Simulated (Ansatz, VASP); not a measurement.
# BeTe: VASP beside Ansatz

```
CELL_PARAMETERS angstrom
0.00000 2.79060 2.79060
2.79060 0.00000 2.79060
2.79060 2.79060 0.00000
ATOMIC_POSITIONS crystal
Be 0.00000 0.00000 0.00000
Te 0.25000 0.25000 0.25000
```

Alike in both runs: functional PBE; dispersion D3(BJ); k mesh 8 × 8 × 8; occupations gaussian, width 0.02 eV; no spin polarisation.

Ansatz relaxed the structure, and its values are those at the end. VASP's run is a single point on that final structure, the one shown.

|  | VASP | Ansatz |
| --- | --- | --- |
| version | VASP 6.6.1 | Ansatz 0.2.0 |
| potentials or method | VASP PAW PBE potentials, release 64 (Be, Te), cutoff 520 eV | scalar-relativistic, plane waves, PAW |
| valence electrons in the cell | 8 | 18 |

VASP gave:

| Property | Result |
| --- | --- |
| gap on the k mesh at the Fermi level (eV) | 1.91 |
| least direct gap on the mesh (eV) | 3.59 |
| pressure (GPa) | 0.2 |

**Question.** Estimate Ansatz's values.

**Answer.** gap on the k mesh at the Fermi level (eV): 1.92; least direct gap on the mesh (eV): 3.61; pressure (GPa): 0.0.

VASP's potentials hold 8 valence electrons a cell and Ansatz's 18, so a difference there can come from the potentials and not from the codes.

Spin-orbit coupling is off throughout.
